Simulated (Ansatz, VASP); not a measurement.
One calculation of C, two programs

```
C
1.0
     0.00000    1.72514    1.68408
     1.72514    0.00000    1.68408
     1.72514    1.72514    0.00000
C
2
Cartesian
  1.7251 1.7251 1.6841
  2.5877 2.5877 2.5261
```

Alike in both runs: task single point; functional PBE; k mesh 12 × 12 × 12; occupations gaussian, width 0.05 eV; no spin polarisation.

```csv
,VASP,Ansatz
version,VASP 6.6.1,Ansatz 0.2.0
potentials or method,"VASP PAW PBE potentials, release 64 (C), cutoff 520 eV","scalar-relativistic, plane waves, PAW"
valence electrons in the cell,8,8
```

VASP gave:

- gap on the k mesh at the Fermi level (eV): 3.79
- least direct gap on the mesh (eV): 5.47

Estimate Ansatz's values.

gap on the k mesh at the Fermi level (eV): 3.80; least direct gap on the mesh (eV): 5.48.
